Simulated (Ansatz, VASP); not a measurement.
## Two plane-wave programs on ZnS

Contents of POSCAR:

```
ZnS
1.0
    3.8087369152      0.0000000000      0.0000000000
   -1.9043684576      3.2984629249      0.0000000000
    0.0000000000      0.0000000000     12.4664651431
Zn S
4 4
Direct
    0.0000000000      0.0000000000      0.0030221110
    0.0000000000      0.0000000000      0.4972066738
    0.3333333333      0.6666666667      0.2514687450
    0.6666666667      0.3333333333      0.7486724898
    0.0000000000      0.0000000000      0.1782119336
    0.0000000000      0.0000000000      0.6962603536
    0.3333333333      0.6666666667      0.4388199580
    0.6666666667      0.3333333333      0.9363377352
```

Contents of INCAR.step1:

```
SYSTEM = ZnS
ALGO = Normal
EDIFF = 1E-4
ENCUT = 520
GGA = PE
ISMEAR = 0
LASPH = .TRUE.
LCHARG = .FALSE.
LREAL = .FALSE.
LWAVE = .TRUE.
NBANDS = 46
NELM = 80
PREC = Accurate
SIGMA = 0.05
```

The input INCAR.step2:

```
SYSTEM = ZnS
ALGO = Normal
EDIFF = 1E-6
ENCUT = 520
ISIF = 2
ISMEAR = 0
ISTART = 1
LASPH = .TRUE.
LCHARG = .FALSE.
LMIXTAU = .TRUE.
LREAL = .FALSE.
LWAVE = .FALSE.
METAGGA = R2SCAN
NBANDS = 46
NELM = 80
PREC = Accurate
SIGMA = 0.05
```

File KPOINTS:

```
k-points
0
G
  6 6 2
  0 0 0
```

Input for Ansatz:

```yaml
crystal:
  lattice:
    - [3.8087369152, 0.0, 0.0]
    - [-1.9043684576, 3.2984629249, 0.0]
    - [0.0, 0.0, 12.4664651431]
  atoms:
    - { symbol: Zn, position: [0.0, 0.0, 0.003022111] }
    - { symbol: Zn, position: [0.0, 0.0, 0.4972066738] }
    - { symbol: Zn, position: [0.3333333333, 0.6666666667, 0.251468745] }
    - { symbol: Zn, position: [0.6666666667, 0.3333333333, 0.7486724898] }
    - { symbol: S, position: [0.0, 0.0, 0.1782119336] }
    - { symbol: S, position: [0.0, 0.0, 0.6962603536] }
    - { symbol: S, position: [0.3333333333, 0.6666666667, 0.438819958] }
    - { symbol: S, position: [0.6666666667, 0.3333333333, 0.9363377352] }
basis:
  ecutwfc: 500
kpoints:
  mp_grid: { grid: [6, 6, 2] }
hamiltonian:
  xc: r2scan
scf:
  occupations: { method: gaussian, width: 0.05 }
output:
  forces: true
  stress: true
  eigenvalues: true
```

Change from the starting cell: mode 24 (340.4 1/cm) frozen in, largest displacement +0.113 Å.

Alike in both runs: task single point; functional r2SCAN; k mesh 6 × 6 × 2; occupations gaussian, width 0.05 eV; no spin polarisation.

|  | VASP | Ansatz |
| --- | --- | --- |
| version | VASP 6.6.1 | Ansatz 0.2.0 |
| potentials or method | VASP PAW PBE potentials, release 64 (Zn, S), cutoff 520 eV | scalar-relativistic, plane waves, PAW |
| valence electrons in the cell | 72 | 72 |

|  | VASP | Ansatz | Ansatz less VASP |
| --- | --- | --- | --- |
| gap on the k mesh at the Fermi level (eV) | 2.45 | 2.44 | -0.004 |
| least direct gap on the mesh (eV) | 2.45 | 2.44 | -0.004 |
| pressure (GPa) | 0.4 | 0.4 | -0.02 |
| traceless stress, the component that is largest in VASP (GPa) | 0.58 | 0.56 | -0.025 |
| rms of the force components (eV/Å) | 0.583 | 0.581 | -0.0020 |

VASP's potentials were made for PBE, not for r2SCAN. Atom by atom the forces differ by 0.004 eV/Å (rms over components).
